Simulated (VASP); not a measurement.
# WSe2 (P6_3/mmc) in VASP: notebook

Runs on WSe2. Level: PBE. Tasks: single point.

All numbers are computed with VASP 6.6.1; they aren't measurements. Logs are shortened: lines on timing, memory, paths and dates and some standing lists are left out, and cuts for length are marked.

## (1) The cell of the first run

Symmetry: P6_3/mmc, No. 194, hexagonal system. Conventional cell: a = 3.234 Å, b = 3.234 Å, c = 12.886 Å, α = 90.00°, β = 90.00°, γ = 120.00°. Within 3.3 Å of W (site symmetry -6m2) lie 6 Se at 2.51 Å and 6 W at 3.23 Å. Se (site symmetry 3m) has 3 W at 2.51 Å and 7 Se at 3.23 to 3.37 Å within 3.4 Å.

## (2) Single point, PBE (strain -2.0%)

The input, INCAR:

```
PREC = Accurate
ENCUT = 520
EDIFF = 1E-6
ISMEAR = -1
SIGMA = 0.02
LREAL = F
LASPH = T
NELM = 60
ALGO = Normal
ISIF = 2
LWAVE = F
LCHARG = F
GGA = PE
NBANDS = 35
```

The input, KPOINTS:

```
regular mesh
0
Gamma
  12 12 2
```

The input, POSCAR:

```
WSe2
1.0
    3.2336740972      0.0000000000      0.0000000000
   -1.6168370486      2.8004439158      0.0000000000
    0.0000000000      0.0000000000     12.8857268896
W Se
2 4
Direct
    0.3333333333      0.6666666667      0.2500000000
    0.6666666667      0.3333333333      0.7500000000
    0.6666666667      0.3333333333      0.3807698276
    0.6666666667      0.3333333333      0.1192301724
    0.3333333333      0.6666666667      0.8807698276
    0.3333333333      0.6666666667      0.6192301724
```

Potentials or basis: VASP PAW PBE potentials, release 64 (W_sv, Se).

Launch:

```bash
cat potpaw_PBE.64/W_sv/POTCAR potpaw_PBE.64/Se/POTCAR > POTCAR
mpirun -np 1 vasp_std > vasp.out
```

OUTCAR:

```text
PREC = Accurate
   ENCUT = 520
   EDIFF = 1E-6
   ISMEAR = -1
   LREAL = F
   LASPH = T
   NELM = 60
   ISIF = 2
   GGA = PE

 ion  position               nearest neighbor table
   1  0.333  0.667  0.250-   3 2.51   4 2.51   3 2.51   4 2.51   3 2.51   4 2.51
   2  0.667  0.333  0.750-   5 2.51   6 2.51   5 2.51   6 2.51   5 2.51   6 2.51
   3  0.667  0.333  0.381-   1 2.51   1 2.51   1 2.51
   4  0.667  0.333  0.119-   1 2.51   1 2.51   1 2.51
   5  0.333  0.667  0.881-   2 2.51   2 2.51   2 2.51
   6  0.333  0.667  0.619-   2 2.51   2 2.51   2 2.51

  LATTYP: Found a hexagonal cell.
 ALAT       =     3.2336740972
 C/A-ratio  =     3.9848563901

  Lattice vectors:

 A1 = (   3.2336740972,   0.0000000000,   0.0000000000)
 A2 = (  -1.6168370486,   2.8004439158,   0.0000000000)
 A3 = (   0.0000000000,   0.0000000000,  12.8857268896)

Analysis of symmetry for initial positions (statically):
=====================================================================
 Subroutine PRICEL returns:
 Original cell was already a primitive cell.

 Routine SETGRP: Setting up the symmetry group for a
 hexagonal supercell.

 Subroutine GETGRP returns: Found 24 space group operations
 (whereof 12 operations were pure point group operations)
 out of a pool of 24 trial point group operations.

The static configuration has the point symmetry D_3d.
 The point group associated with its full space group is D_6h.

Analysis of symmetry for dynamics (positions and initial velocities):
=====================================================================
 Subroutine PRICEL returns:
 Original cell was already a primitive cell.

 Routine SETGRP: Setting up the symmetry group for a
 hexagonal supercell.

 Subroutine GETGRP returns: Found 24 space group operations
 (whereof 12 operations were pure point group operations)
 out of a pool of 24 trial point group operations.

The dynamic configuration has the point symmetry D_3d.
 The point group associated with its full space group is D_6h.

 Subroutine INISYM returns: Found 24 space group operations
 (whereof 12 operations are pure point group operations),
 and found     1 'primitive' translations

----------------------------------------------------------------------------------------
[... 93 lines left out ...]
   ISTART =      0    job   : 0-new  1-cont  2-samecut
   ICHARG =      2    charge: 1-file 2-atom 10-const
   ISPIN  =      1    spin polarized calculation?
   LNONCOLLINEAR =      F non collinear calculations
   LSORBIT =      F    spin-orbit coupling
   LASPH  =      T    aspherical Exc in radial PAW
   ENCUT  =  520.0 eV  38.22 Ry    6.18 a.u.   6.01  6.01 23.96*2*pi/ulx,y,z
   NELM   =     60;   NELMIN=  2; NELMDL= -5     # of ELM steps
   EDIFF  = 0.1E-05   stopping-criterion for ELM
   LREAL  =      F    real-space projection
   EDIFFG = 0.1E-04   stopping-criterion for IOM
   NSW    =      0    number of steps for IOM
   IBRION =     -1    ionic relax: 0-MD 1-quasi-New 2-CG
   NFREE  =      0    steps in history (QN), initial steepest desc. (CG)
   ISIF   =      2    stress and relaxation
   ISYM   =      2    0-nonsym 1-usesym 2-fastsym
   POTIM  = 0.5000    time-step for ionic-motion
   TEBEG  =    0.0;   TEEND  =   0.0 temperature during run
   PSTRESS=    0.0 pullay stress
   NELECT =      52.0000    total number of electrons
   NUPDOWN=      -1.0000    fix difference up-down
   EMIN   =  10.00;   EMAX   =-10.00  energy-range for DOS
   EFERMI =   0.00;   METHOD = LEGACY
   ISMEAR =    -1;   SIGMA  =   0.02  broadening in eV -4-tet -1-fermi 0-gaus
   EFERMI_NEDOS =   21; number of points for ismear=-14 and -15
   IALGO  =     38    algorithm
   IMIX   =      4    mixing-type and parameters
     AMIX     =   0.40;   BMIX     =  1.00
     AMIX_MAG =   1.60;   BMIX_MAG =  1.00
  volume/ion in A,a.u.               =      19.45       131.24
  Fermi-wavevector in a.u.,A,eV,Ry     =   1.250447  2.363002 21.274308  1.563618
  Thomas-Fermi vector in A             =   2.384441
   LORBIT       =      0    0 simple, 1 ext, 2 COOP (PROOUT), +10 PAW based schemes
   GGA     = PE    functional components
   LHFCALC =     F    Hartree Fock is set to
   AEXX    =    0.0000 exact exchange contribution
   IVDW    =     0    specifies the selected vdW correction
   LEPSILON=     F    determine dielectric tensor
   LRPA    =     F    only Hartree local field effects (RPA)
 non-spin polarized calculation
  energy-cutoff  :      520.00
  volume of cell :      116.69
 maximum number of plane-waves:      3178
   NGX = 13   NGY = 13   NGZ = 47

 number of electron      52.0000001 magnetization

 Free energy of the ion-electron system (eV)
  ---------------------------------------------------
  ext. energy  EPLUGINS =         0.00000000
  ---------------------------------------------------
  free energy    TOTEN  =       -42.96723823 eV

  energy without entropy =      -42.96723823  energy(sigma->0) =      -42.96723823

 E-fermi :   7.1125     XC(G=0): -10.9824

 val. band max:        6.6618788125   @ k =   0.0000   0.0000   0.0000
 cond. band min:       7.6111354012   @ k =   0.1667   0.1667   0.0000
 fundamental gap:      0.9492565886
 Fermi energy:         7.1124506670

 k-point     1 :       0.0000    0.0000    0.0000
  band No.  band energies     occupation
      1     -67.5291      2.00000
      2     -67.5290      2.00000
      3     -31.8198      2.00000
      4     -31.8198      2.00000
      5     -31.6383      2.00000
      6     -31.6383      2.00000
[... 901 lines left out ...]
     34      10.8058      0.00000
     35      12.4058      0.00000

 [... further k-points ...]
[... 5 lines left out ...]
  --------------------------------------------------------------------------------------
  -------------------------------------------------------------------------------------
  Total        6.4259070      6.4259070      5.2138965      0.0000000     -0.0000000      0.0000000
  in kB       88.2293281     88.2293281     71.5881171      0.0000000     -0.0000000      0.0000000
  external PRESSURE =      82.6822578 kB  Pullay stress =       0.0000000 kB

 VOLUME and BASIS-vectors are now :
 -----------------------------------------------------------------------------
  energy-cutoff  :      520.00
  volume of cell :      116.69
      direct lattice vectors                 reciprocal lattice vectors
     3.233674097  0.000000000  0.000000000     0.309245759  0.178543122  0.000000000
    -1.616837049  2.800443916  0.000000000     0.000000000  0.357086244  0.000000000
     0.000000000  0.000000000 12.885726890     0.000000000  0.000000000  0.077605246

 POSITION                                       TOTAL-FORCE (eV/Angst)
 -----------------------------------------------------------------------------------
     -0.00000      1.86696      3.22143         0.000000      0.000000      0.000000
      1.61684      0.93348      9.66430        -0.000000     -0.000000      0.000000
      1.61684      0.93348      4.90650        -0.000000      0.000000      0.366322
      1.61684      0.93348      1.53637         0.000000      0.000000     -0.366322
     -0.00000      1.86696     11.34936         0.000000     -0.000000      0.366322
     -0.00000      1.86696      7.97923         0.000000     -0.000000     -0.366322
 -----------------------------------------------------------------------------------
    total drift:                               -0.000000      0.000000     -0.000000

  FREE ENERGIE OF THE ION-ELECTRON SYSTEM (eV)
  ---------------------------------------------------
  free  energy   TOTEN  =       -42.9672382318 eV

  energy  without entropy=      -42.9672382318  energy(sigma->0) =      -42.96723823
```

OSZICAR:

```text
N       E                     dE             d eps       ncg     rms          rms(c)
DAV:   1     0.506407422342E+03    0.50641E+03   -0.27984E+04  2940   0.146E+03
DAV:   2    -0.125931217450E+02   -0.51900E+03   -0.50166E+03  3078   0.396E+02
DAV:   3    -0.440840100501E+02   -0.31491E+02   -0.30994E+02  3343   0.918E+01
DAV:   4    -0.447480245945E+02   -0.66401E+00   -0.66001E+00  3175   0.135E+01
DAV:   5    -0.447562791752E+02   -0.82546E-02   -0.82452E-02  3177   0.163E+00    0.315E+01
DAV:   6    -0.433383233860E+02    0.14180E+01   -0.51581E+00  2979   0.152E+01    0.115E+01
DAV:   7    -0.431390014682E+02    0.19932E+00   -0.26692E+00  2794   0.769E+00    0.567E+00
DAV:   8    -0.429660180861E+02    0.17298E+00   -0.39881E-01  2939   0.429E+00    0.132E+00
DAV:   9    -0.429691774942E+02   -0.31594E-02   -0.59239E-02  3124   0.117E+00    0.970E-01
DAV:  10    -0.429672823872E+02    0.18951E-02   -0.13912E-02  2915   0.796E-01    0.134E-01
DAV:  11    -0.429672853221E+02   -0.29349E-05   -0.17451E-03  2879   0.270E-01    0.193E-01
DAV:  12    -0.429672409664E+02    0.44356E-04   -0.66073E-05  3073   0.523E-02    0.119E-01
DAV:  13    -0.429672376174E+02    0.33490E-05   -0.81187E-05  2969   0.544E-02    0.957E-03
DAV:  14    -0.429672382318E+02   -0.61440E-06   -0.61174E-06  2918   0.129E-02
   1 F= -.42967238E+02 E0= -.42967238E+02  d E =-.863937E-12
```

It took 55 s on 1 thread of Intel Xeon 6975P-C (Granite Rapids), shared host; peak memory 0.3 GiB.

Results:

- Free energy: -42.9672 eV
- Pressure: 8.3 GPa
- Largest force: 0.366 eV/Å
- Band gap on the k mesh: 0.95 eV (least direct gap 1.72 eV)

Forces in eV/Å, atoms in the order of the input:
```
W    0.000  0.000  0.000
W    0.000  0.000  0.000
Se   0.000  0.000  0.366
Se   0.000  0.000 -0.366
Se   0.000  0.000  0.366
Se   0.000  0.000 -0.366
```

Levels at points of the mesh, in eV from the valence-band top:
| k point | band 23 | band 24 | band 25 | band 26 | band 27 | band 28 | band 29 | band 30 |
| --- | --- | --- | --- | --- | --- | --- | --- | --- |
| (0.00, 0.00, 0.00) | -1.31 | -1.27 | -1.07 | 0.00 | 2.86 | 2.86 | 2.92 | 2.92 |
| (0.50, 0.00, 0.00) | -1.43 | -1.29 | -1.18 | -0.90 | 2.42 | 2.42 | 2.46 | 2.91 |
| (0.00, 0.00, 0.50) | -1.34 | -1.34 | -0.24 | -0.24 | 2.86 | 2.86 | 2.86 | 2.86 |
| (0.50, 0.00, 0.50) | -1.34 | -1.34 | -1.04 | -1.04 | 2.43 | 2.43 | 2.70 | 2.70 |

Caveat: the cell differs from its parent crystal (strain -2.0%); the cell stands under pressure; spin-orbit coupling is left out, which moves the levels of the heavy elements; this functional lacks dispersion, which binds the layers, so the pressure and a relaxed spacing across them are unreliable. A k mesh can miss the band edges.

## (3) Single point, PBE (strain -1.0%)

The input, INCAR:

```
SYSTEM = WSe2
PREC     = Accurate       ! precision mode
ENCUT    = 520            ! plane-wave cutoff, eV
EDIFF    = 1E-7           ! SCF threshold, eV
ISMEAR   = -1             ! smearing method
SIGMA    = 0.02           ! smearing width, eV
LREAL    = .FALSE.        ! projectors in reciprocal space
LASPH    = .TRUE.         ! aspherical terms in the spheres
NELM     = 100            ! most SCF steps
ALGO     = Normal         ! electronic algorithm
ISIF     = 2              ! what is computed and relaxed
LWAVE    = .FALSE.        ! write WAVECAR
LCHARG   = .FALSE.        ! write CHGCAR
GGA      = PE             ! functional
NBANDS   = 35             ! bands
```

The input, KPOINTS:

```
Automatic mesh
0
G
  12 12 2
  0 0 0
```

The input, POSCAR:

```
WSe2
1.0
    3.2666707717      0.0000000000      0.0000000000
   -1.6333353859      2.8290198741      0.0000000000
    0.0000000000      0.0000000000     13.0172138987
W Se
2 4
Direct
    0.3333333333      0.6666666667      0.2500000000
    0.6666666667      0.3333333333      0.7500000000
    0.6666666667      0.3333333333      0.3787243072
    0.6666666667      0.3333333333      0.1212756928
    0.3333333333      0.6666666667      0.8787243072
    0.3333333333      0.6666666667      0.6212756928
```

Potentials or basis: VASP PAW PBE potentials, release 64 (W_sv, Se).

Launch:

```bash
cat potpaw_PBE.64/W_sv/POTCAR potpaw_PBE.64/Se/POTCAR > POTCAR
mpirun -np 1 vasp_std > vasp.out
```

It took 66 s on 1 thread of Intel Xeon 6975P-C (Granite Rapids), shared host; peak memory 0.3 GiB.

It converged, with:

```yaml
Free_energy: -43.0883 eV
Pressure: 5.8 GPa
Largest_force: 0.340 eV/Å
Band_gap_on_the_k_mesh: 1.00 eV (least direct gap 1.60 eV)
```

Forces in eV/Å, atoms in the order of the input:
```
W    0.000  0.000  0.000
W    0.000  0.000  0.000
Se   0.000  0.000  0.340
Se   0.000  0.000 -0.340
Se   0.000  0.000  0.340
Se   0.000  0.000 -0.340
```

Levels at points of the mesh, in eV from the valence-band top:
| k point | band 22 | band 23 | band 24 | band 25 | band 26 | band 27 | band 28 | band 29 | band 30 | band 31 |
| --- | --- | --- | --- | --- | --- | --- | --- | --- | --- | --- |
| (0.00, 0.00, 0.00) | -1.42 | -1.42 | -1.14 | -1.12 | 0.00 | 2.75 | 2.75 | 2.80 | 2.80 | 2.85 |
| (0.50, 0.00, 0.00) | -2.42 | -1.41 | -1.27 | -1.27 | -1.03 | 2.25 | 2.29 | 2.39 | 2.77 | 3.04 |
| (0.00, 0.00, 0.50) | -1.45 | -1.45 | -1.45 | -0.23 | -0.23 | 2.76 | 2.76 | 2.76 | 2.76 | 2.97 |
| (0.50, 0.00, 0.50) | -2.55 | -1.32 | -1.32 | -1.15 | -1.15 | 2.27 | 2.27 | 2.61 | 2.61 | 3.44 |

Caveat: the cell differs from its parent crystal (strain -1.0%); the cell stands under pressure; spin-orbit coupling is left out, which moves the levels of the heavy elements; this functional lacks dispersion, which binds the layers, so the pressure and a relaxed spacing across them are unreliable. A k mesh can miss the band edges.

[end of part 1 of 2]
